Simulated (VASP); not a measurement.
# Al (Im-3m) in VASP: notebook

The runs below take Al through single point, with LDA, r2SCAN.

Everything below comes from runs of VASP 6.6.1. Logs are shortened: lines on timing, memory, paths and dates and some standing lists are left out, and cuts for length are marked.

## 1. The cell of the first run

The structure is cubic, space group Im-3m (No. 229). Conventional cell: a = 3.182 Å, b = 3.182 Å, c = 3.182 Å, α = 90.00°, β = 90.00°, γ = 90.00°. Al (site symmetry m-3m) has 14 Al at 2.76 to 3.18 Å within 3.6 Å.

## 2. Single point, LDA

INCAR

```
SYSTEM = Al
PREC = Accurate ; ENCUT = 520
EDIFF = 1E-6 ; ISMEAR = 0
SIGMA = 0.1 ; LREAL = .FALSE.
LASPH = .TRUE. ; NELM = 60
ALGO = Normal ; ISIF = 2
LWAVE = .FALSE. ; LCHARG = .TRUE.
GGA = CA ; LELF = .TRUE.
LVHAR = .TRUE. ; NBANDS = 8
```

KPOINTS

```
regular mesh
0
G
  8 8 8
  0 0 0
```

POSCAR

```
Al
1.0
   -1.5912186900      1.5912186900      1.5912186900
    1.5912186900     -1.5912186900      1.5912186900
    1.5912186900      1.5912186900     -1.5912186900
Al
1
Direct
    0.0000000000      0.0000000000      0.0000000000
```

Potentials or basis: VASP PAW LDA potentials, release 64 (Al).

Command:

```console
cat potpaw_LDA.64/Al/POTCAR > POTCAR
mpirun -np 1 vasp_std > vasp.out
```

OUTCAR:

```text
SYSTEM = Al
   PREC = Accurate
   ENCUT = 520
   EDIFF = 1E-6
   ISMEAR = 0
   LREAL = .FALSE.
   LASPH = .TRUE.
   NELM = 60
   ISIF = 2
   GGA = CA

 ion  position               nearest neighbor table
   1  0.000  0.000  0.000-

  LATTYP: Found a body centered cubic cell.
 ALAT       =     3.1824373800

  Lattice vectors:

 A1 = (  -1.5912186900,   1.5912186900,   1.5912186900)
 A2 = (   1.5912186900,  -1.5912186900,   1.5912186900)
 A3 = (   1.5912186900,   1.5912186900,  -1.5912186900)

Analysis of symmetry for initial positions (statically):
=====================================================================
 Subroutine PRICEL returns:
 Original cell was already a primitive cell.

 Routine SETGRP: Setting up the symmetry group for a
 body centered cubic supercell.

 Subroutine GETGRP returns: Found 48 space group operations
 (whereof 48 operations were pure point group operations)
 out of a pool of 48 trial point group operations.

The static configuration has the point symmetry O_h .

Analysis of symmetry for dynamics (positions and initial velocities):
=====================================================================
 Subroutine PRICEL returns:
 Original cell was already a primitive cell.

 Routine SETGRP: Setting up the symmetry group for a
 body centered cubic supercell.

 Subroutine GETGRP returns: Found 48 space group operations
 (whereof 48 operations were pure point group operations)
 out of a pool of 48 trial point group operations.

The dynamic configuration has the point symmetry O_h .

 Subroutine INISYM returns: Found 48 space group operations
 (whereof 48 operations are pure point group operations),
 and found     1 'primitive' translations

----------------------------------------------------------------------------------------

                                     Primitive cell

  volume of cell :      16.1157

  direct lattice vectors                    reciprocal lattice vectors
    -1.591218690  1.591218690  1.591218690     0.000000000  0.314224565  0.314224565
     1.591218690 -1.591218690  1.591218690     0.314224565  0.000000000  0.314224565
     1.591218690  1.591218690 -1.591218690     0.314224565  0.314224565  0.000000000

  length of vectors
     2.756071617  2.756071617  2.756071617     0.444380641  0.444380641  0.444380641

  position of ions in fractional coordinates (direct lattice)
     0.000000000  0.000000000  0.000000000

  ion indices of the primitive-cell ions
   primitive index   ion index
                 1           1

----------------------------------------------------------------------------------------

 KPOINTS: regular mesh

Automatic generation of k-mesh.
 Grid dimensions read from file:
 generate k-points for:    8    8    8

 Generating k-lattice:

  Cartesian coordinates                     Fractional coordinates (reciprocal lattice)
     0.000000000  0.039278071  0.039278071     0.125000000  0.000000000  0.000000000
     0.039278071  0.000000000  0.039278071     0.000000000  0.125000000  0.000000000
     0.039278071  0.039278071  0.000000000     0.000000000  0.000000000  0.125000000

  Length of vectors
     0.055547580  0.055547580  0.055547580

  Shift w.r.t. Gamma in fractional coordinates (k-lattice)
     0.000000000  0.000000000  0.000000000

 Subroutine IBZKPT returns following result:
 ===========================================

 Found     29 irreducible k-points:

 Following reciprocal coordinates:
            Coordinates               Weight
  0.000000  0.000000  0.000000      1.000000
  0.125000  0.000000  0.000000     12.000000
  0.250000  0.000000  0.000000     12.000000
  0.375000  0.000000  0.000000     12.000000
  0.500000  0.000000  0.000000      6.000000
  0.125000  0.125000  0.000000     24.000000
[... 16 lines left out ...]
 -0.250000  0.250000  0.250000      6.000000
 -0.375000  0.375000  0.250000     24.000000
 [... further k-points ...]
   k-points           NKPTS =     29   k-points in BZ     NKDIM =     29   number of bands    NBANDS=      8
   number of dos      NEDOS =    301   number of ions     NIONS =      1
   total plane-waves  NPLWV =   8000
   dimension x,y,z NGX =    20 NGY =   20 NGZ =   20
   dimension x,y,z NGXF=    40 NGYF=   40 NGZF=   40
   ions per type =               1
   NGX,Y,Z   is equivalent  to a cutoff of  12.06, 12.06, 12.06 a.u.
   NGXF,Y,Z  is equivalent  to a cutoff of  24.13, 24.13, 24.13 a.u.
 SYSTEM =  Al
   PREC   = accura    normal or accurate (medium, high low for compatibility)
   ISTART =      0    job   : 0-new  1-cont  2-samecut
   ICHARG =      2    charge: 1-file 2-atom 10-const
   ISPIN  =      1    spin polarized calculation?
   LNONCOLLINEAR =      F non collinear calculations
   LSORBIT =      F    spin-orbit coupling
   LASPH  =      T    aspherical Exc in radial PAW
   ENCUT  =  520.0 eV  38.22 Ry    6.18 a.u.   5.12  5.12  5.12*2*pi/ulx,y,z
   NELM   =     60;   NELMIN=  2; NELMDL= -5     # of ELM steps
   EDIFF  = 0.1E-05   stopping-criterion for ELM
   LREAL  =      F    real-space projection
   EDIFFG = 0.1E-04   stopping-criterion for IOM
   NSW    =      0    number of steps for IOM
   IBRION =     -1    ionic relax: 0-MD 1-quasi-New 2-CG
   NFREE  =      0    steps in history (QN), initial steepest desc. (CG)
   ISIF   =      2    stress and relaxation
   ISYM   =      2    0-nonsym 1-usesym 2-fastsym
   POTIM  = 0.5000    time-step for ionic-motion
   TEBEG  =    0.0;   TEEND  =   0.0 temperature during run
   PSTRESS=    0.0 pullay stress
   NELECT =       3.0000    total number of electrons
   NUPDOWN=      -1.0000    fix difference up-down
   EMIN   =  10.00;   EMAX   =-10.00  energy-range for DOS
   EFERMI =   0.00;   METHOD = LEGACY
   ISMEAR =     0;   SIGMA  =   0.10  broadening in eV -4-tet -1-fermi 0-gaus
   EFERMI_NEDOS =   21; number of points for ismear=-14 and -15
   IALGO  =     38    algorithm
   IMIX   =      4    mixing-type and parameters
     AMIX     =   0.40;   BMIX     =  1.00
     AMIX_MAG =   1.60;   BMIX_MAG =  1.00
  volume/ion in A,a.u.               =      16.12       108.75
  Fermi-wavevector in a.u.,A,eV,Ry     =   0.934757  1.766435 11.888371  0.873771
  Thomas-Fermi vector in A             =   2.061595
   LORBIT       =      0    0 simple, 1 ext, 2 COOP (PROOUT), +10 PAW based schemes
   GGA     = CA    functional components
   LHFCALC =     F    Hartree Fock is set to
   AEXX    =    0.0000 exact exchange contribution
   IVDW    =     0    specifies the selected vdW correction
   LEPSILON=     F    determine dielectric tensor
   LRPA    =     F    only Hartree local field effects (RPA)
 non-spin polarized calculation
 Gauss-broadening in eV      SIGMA  =   0.10
  energy-cutoff  :      520.00
  volume of cell :       16.12
 maximum number of plane-waves:       466
   NGX = 11   NGY = 11   NGZ = 11

 number of electron       3.0000000 magnetization

 Free energy of the ion-electron system (eV)
  ---------------------------------------------------
  ext. energy  EPLUGINS =         0.00000000
  ---------------------------------------------------
  free energy    TOTEN  =        -4.05370965 eV

  energy without entropy =       -4.04861373  energy(sigma->0) =       -4.05116169

 E-fermi :   8.1727     XC(G=0): -10.4344

 val. band max:        8.1267709290   @ k =   0.2500   0.2500   0.1250
 cond. band min:       8.1998591070   @ k =  -0.3750   0.3750   0.1250
 fundamental gap:      0.0730881779
 Fermi energy:         8.1726591597

 k-point     1 :       0.0000    0.0000    0.0000
  band No.  band energies     occupation
      1      -3.2199      2.00000
      2      21.3750      0.00000
      3      21.3750      0.00000
      4      21.3750      0.00000
      5      22.8134      0.00000
      6      22.8134      0.00000
      7      22.8134      0.00000
      8      24.5062      0.00000

 k-point     2 :       0.1250    0.0000    0.0000
  band No.  band energies     occupation
      1      -2.7648      2.00000
      2      17.5123      0.00000
      3      19.4453      0.00000
      4      19.9728      0.00000
      5      21.4430      0.00000
      6      22.5843      0.00000
      7      24.1822      0.00000
      8      24.7542      0.00000

 k-point     3 :       0.2500    0.0000    0.0000
  band No.  band energies     occupation
      1      -1.4082      2.00000
      2      12.3797      0.00000
      3      17.6761      0.00000
      4      18.0596      0.00000
      5      19.6625      0.00000
      6      21.0287      0.00000
      7      25.7728      0.00000
      8      25.8982      0.00000

 k-point     4 :       0.3750    0.0000    0.0000
  band No.  band energies     occupation
      1       0.8232      2.00000
      2       7.7850      2.00000
      3      16.6122      0.00000
      4      16.8013      0.00000
      5      18.5194      0.00000
      6      19.9630      0.00000
      7      27.4294      0.00000
      8      28.1795      0.00000

 k-point     5 :       0.5000    0.0000    0.0000
  band No.  band energies     occupation
      1       3.6747      2.00000
      2       4.1392      2.00000
      3      16.2586      0.00000
      4      16.3722      0.00000
      5      18.1330      0.00000
      6      19.5824      0.00000
      7      28.8425      0.00000
      8      30.1343      0.00000

 k-point     6 :       0.1250    0.1250    0.0000
  band No.  band energies     occupation
      1      -1.8589      2.00000
      2      14.9972      0.00000
      3      15.3797      0.00000
      4      18.2989      0.00000
      5      21.9792      0.00000
      6      22.0892      0.00000
      7      25.1099      0.00000
      8      25.4922      0.00000

 k-point     7 :       0.2500    0.1250    0.0000
  band No.  band energies     occupation
      1      -0.0648      2.00000
      2      10.2953      0.00000
      3      13.6040      0.00000
      4      16.8348      0.00000
      5      20.6462      0.00000
      6      22.8695      0.00000
      7      24.9371      0.00000
      8      28.5539      0.00000

 k-point     8 :       0.3750    0.1250    0.0000
  band No.  band energies     occupation
      1       2.5786      2.00000
      2       6.0815      2.00000
      3      12.7806      0.00000
      4      16.0693      0.00000
      5      19.8792      0.00000
      6      22.7977      0.00000
      7      26.5182      0.00000
      8      29.1979      0.00000

 k-point     9 :       0.2500    0.2500    0.0000
  band No.  band energies     occupation
      1       2.1440      2.00000
      2       8.7352      0.00000
      3       9.4049      0.00000
      4      15.7423      0.00000
      5      22.3318      0.00000
      6      22.7508      0.00000
      7      27.3770      0.00000
      8      28.5399      0.00000

 k-point    10 :       0.3750    0.2500   -0.0000
  band No.  band energies     occupation
      1       4.9384      2.00000
      2       5.4421      2.00000
      3       8.6991      0.00000
      4      15.3581      0.00000
      5      22.1850      0.00000
      6      24.9623      0.00000
      7      25.1611      0.00000
      8      29.3114      0.00000
[... 78 lines left out ...]
 k-point    18 :      -0.2500    0.3750    0.1250
  band No.  band energies     occupation
      1       0.8238      2.00000
      2      10.8230      0.00000
      3      11.3843      0.00000
      4      17.8156      0.00000
      5      18.4320      0.00000
      6      21.0494      0.00000
      7      26.3013      0.00000
      8      27.4938      0.00000

 k-point    19 :       0.5000    0.5000    0.1250
  band No.  band energies     occupation
      1       4.0961      2.00000
      2       4.5831      2.00000
      3      13.5050      0.00000
      4      15.8695      0.00000
      5      19.9434      0.00000
      6      21.7861      0.00000
      7      24.3873      0.00000
      8      26.2273      0.00000

 k-point    20 :      -0.3750    0.5000    0.1250
  band No.  band energies     occupation
      1       3.4478      2.00000
      2       6.9210      2.00000
      3      10.3141      0.00000
      4      17.3093      0.00000
      5      19.7671      0.00000
      6      20.9531      0.00000
      7      23.5728      0.00000
      8      27.8554      0.00000

 k-point    21 :      -0.3750   -0.3750    0.1250
  band No.  band energies     occupation
      1       6.2036      2.00000
      2       6.2036      2.00000
      3       7.1117      2.00000
      4      19.2265      0.00000
      5      19.8578      0.00000
      6      19.8578      0.00000
      7      21.4957      0.00000
      8      31.9394      0.00000

 k-point    22 :       0.2500    0.2500    0.2500
  band No.  band energies     occupation
      1       7.0477      2.00000
      2       7.0477      2.00000
      3       7.0477      2.00000
      4       8.4472      0.00010
      5      29.9812      0.00000
      6      29.9812      0.00000
      7      31.1190      0.00000
      8      31.1190      0.00000

 k-point    23 :      -0.2500    0.2500    0.2500
  band No.  band energies     occupation
      1       0.3806      2.00000
      2      13.0961      0.00000
      3      13.0961      0.00000
      4      14.7104      0.00000
      5      16.1685      0.00000
      6      24.9159      0.00000
      7      26.1235      0.00000
      8      27.1398      0.00000

 k-point    24 :      -0.3750    0.3750    0.2500
  band No.  band energies     occupation
      1       2.5827      2.00000
      2       9.4056      0.00000
      3      11.9057      0.00000
      4      14.0494      0.00000
      5      16.6657      0.00000
      6      22.6318      0.00000
      7      24.7000      0.00000
      8      27.7562      0.00000

 [... further k-points ...]
[... 5 lines left out ...]
  --------------------------------------------------------------------------------------
  -------------------------------------------------------------------------------------
  Total        0.0998083      0.0998083      0.0998083      0.0000000      0.0000000      0.0000000
  in kB        9.9226449      9.9226449      9.9226449      0.0000000      0.0000000      0.0000000
  external PRESSURE =       9.9226449 kB  Pullay stress =       0.0000000 kB

 VOLUME and BASIS-vectors are now :
 -----------------------------------------------------------------------------
  energy-cutoff  :      520.00
  volume of cell :       16.12
      direct lattice vectors                 reciprocal lattice vectors
    -1.591218690  1.591218690  1.591218690     0.000000000  0.314224565  0.314224565
     1.591218690 -1.591218690  1.591218690     0.314224565  0.000000000  0.314224565
     1.591218690  1.591218690 -1.591218690     0.314224565  0.314224565  0.000000000

 POSITION                                       TOTAL-FORCE (eV/Angst)
 -----------------------------------------------------------------------------------
      0.00000      0.00000      0.00000         0.000000     -0.000000     -0.000000
 -----------------------------------------------------------------------------------
    total drift:                                0.000000      0.000000      0.000000

  FREE ENERGIE OF THE ION-ELECTRON SYSTEM (eV)
  ---------------------------------------------------
  free  energy   TOTEN  =        -4.0537096532 eV

  energy  without entropy=       -4.0486137289  energy(sigma->0) =       -4.05116169
```

It took 1.4 s on 1 thread of Intel Xeon 6975P-C (Granite Rapids), shared host; peak memory 0.11 GiB.

What came out:

- Free energy: -4.0537 eV
- Pressure: 1.0 GPa

## 3. Single point, LDA

INCAR

```
PREC = Accurate
ENCUT = 520
EDIFF = 1E-7
ISMEAR = 1
SIGMA = 0.024
LREAL = F
LASPH = T
NELM = 60
ALGO = Fast
ISIF = 2
LWAVE = F
LCHARG = F
GGA = CA
ISYM = 0
NBANDS = 8
```

KPOINTS

```
Automatic mesh
0
Gamma
  4 4 4
  0.5 0.5 0
```

POSCAR is that of step 2.

Potentials or basis: VASP PAW LDA potentials, release 64 (Al).

Command:

```console
cat potpaw_LDA.64/Al/POTCAR > POTCAR
mpirun -np 1 vasp_std > vasp.out
```

Run time: 6.4 s. Hardware: 1 thread of Intel Xeon 6975P-C (Granite Rapids), shared host; peak memory 0.12 GiB.

It converged, with:

| Quantity | Value |
| --- | --- |
| Free energy | -4.0465 eV |
| Pressure | 0.4 GPa |

Levels at points of the mesh, in eV from the Fermi level:
```
           k point  band 1  band 2  band 3  band 4
(0.12, 0.12, 0.00)   -9.99    6.87    7.25   10.17
```

Caveat: the k points lie up to 0.70 Å⁻¹ apart.

## 4. Single point, r2SCAN, collinear spin, ferromagnetic start

POSCAR is that of step 3.

INCAR.step1

```
SYSTEM = Al
  PREC = Accurate
  ENCUT = 520
  ISMEAR = 0
  SIGMA = 0.1
  LREAL = .FALSE.
  LASPH = .TRUE.
  NELM = 150
  ISPIN = 2
  MAGMOM = 3
  NBANDS = 12
  GGA = PE
  ALGO = Normal
  EDIFF = 1E-4
  LWAVE = .TRUE.
  LCHARG = .FALSE.
```

INCAR.step2

```
SYSTEM = Al
  PREC = Accurate
  ENCUT = 520
  EDIFF = 1E-6
  ISMEAR = 0
  SIGMA = 0.1
  LREAL = .FALSE.
  LASPH = .TRUE.
  NELM = 150
  ALGO = Normal
  ISIF = 2
  LWAVE = .FALSE.
  LCHARG = .FALSE.
  ISPIN = 2
  MAGMOM = 3
  LORBIT = 11
  METAGGA = R2SCAN
  LMIXTAU = .TRUE.
  NBANDS = 12
  ISTART = 1
```

KPOINTS

```
Automatic mesh
0
G
  10 10 10
  0 0 0
```

Potentials or basis: VASP PAW PBE potentials, release 64 (Al).

Command:

```console
cat potpaw_PBE.64/Al/POTCAR > POTCAR
cp INCAR.step1 INCAR
mpirun -np 1 vasp_std > vasp.out
cp INCAR.step2 INCAR
mpirun -np 1 vasp_std > vasp.out
```

Wall time 17 s (1 thread of Intel Xeon 6975P-C (Granite Rapids), shared host); peak memory 0.13 GiB.

Results (log left out):

```yaml
Free_energy: -6.6339 eV
Pressure: 1.0 GPa
Net_moment: 0.00 μB per cell
Valence_electrons_inside_the_program's_atomic_spheres: Al 0.79
```

Levels at points of the mesh, in eV from the Fermi level:
Spin up:
```tsv
k point	band 1	band 2	band 3	band 4	band 5
(0.00, 0.00, 0.00)	-11.97	14.24	14.24	14.24	16.35
(0.50, 0.00, 0.00)	-4.75	-3.98	8.80	9.07	10.87
(0.50, 0.50, 0.50)	2.11	2.11	2.11	2.99	2.99
```
Spin down:
```
           k point  band 1  band 2  band 3  band 4  band 5  band 6
(0.00, 0.00, 0.00)  -11.97   14.24   14.24   14.24   16.35   16.35
(0.50, 0.00, 0.00)   -4.75   -3.98    8.80    9.07   10.87   12.53
(0.50, 0.50, 0.50)    2.11    2.11    2.11    2.99    2.99    6.84
```

Caveat: the PAW data sets were made with another functional, which shifts forces and pressure a little.

## 5. The runs side by side

```tsv
level	potentials or basis	spin	k mesh	smearing	gap on the mesh (eV)	pressure (GPa)
LDA	VASP PAW LDA potentials, release 64 (Al)	off	8 × 8 × 8	gaussian 0.1 eV	none	1.0
LDA	VASP PAW LDA potentials, release 64 (Al)	off	4 × 4 × 4, shifted	methfessel-paxton 0.024 eV	none	0.4
r2SCAN	VASP PAW PBE potentials, release 64 (Al)	collinear, ferromagnetic start	10 × 10 × 10	gaussian 0.1 eV	none	1.0
```

Alike in all rows: task single point; cell as given; cutoff (eV) 520.

Caveats: some runs use coarse meshes; the PAW data sets were made with another functional, which shifts forces and pressure a little (some runs).

Absolute energies hang on the potentials; compare differences alone.
